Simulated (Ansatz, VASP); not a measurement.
# Two plane-wave programs on Cd3TeSe2

```
Cd Te Se
1.0
     4.24523    0.00000    0.00000
    -2.12262    3.67648    0.00000
     0.00000    0.00000   20.89718
Cd Te Se
6 2 4
Cartesian
  0.0000 2.4510 0.0025
  0.0000 2.4510 6.9683
  0.0000 2.4510 13.9340
  2.1226 1.2255 3.4854
  2.1226 1.2255 10.4511
  2.1226 1.2255 17.4169
  0.0000 2.4510 9.5753
  2.1226 1.2255 20.0239
  0.0000 2.4510 2.6096
  0.0000 2.4510 16.5411
  2.1226 1.2255 6.0925
  2.1226 1.2255 13.0582
```

Alike in both runs: task single point; functional PBE; k mesh 6 × 6 × 1; occupations gaussian, width 0.1 eV; no spin polarisation.

|  | VASP | Ansatz |
| --- | --- | --- |
| version | VASP 6.6.1 | Ansatz 0.2.0 |
| potentials or method | VASP PAW PBE potentials, release 64 (Cd, Te, Se), cutoff 520 eV | scalar-relativistic, plane waves, PAW |
| valence electrons in the cell | 108 | 216 |

|  | VASP | Ansatz | Ansatz less VASP |
| --- | --- | --- | --- |
| gap on the k mesh at the Fermi level (eV) | 0.74 | 0.73 | -0.002 |
| least direct gap on the mesh (eV) | 0.74 | 0.73 | -0.002 |
| pressure (GPa) | 10.3 | 10.0 | -0.37 |
| traceless stress, the component that is largest in VASP (GPa) | -0.18 | -0.18 | -0.005 |
| rms of the force components (eV/Å) | 0.365 | 0.366 | +0.0005 |

Atom by atom the forces differ by 0.001 eV/Å (rms over components). With one functional, cell and mesh, what is left measures potentials, basis and numerics. VASP's potentials hold 108 valence electrons a cell and Ansatz's 216, so a difference there can come from the potentials and not from the codes.

Neither program's run includes spin-orbit coupling.
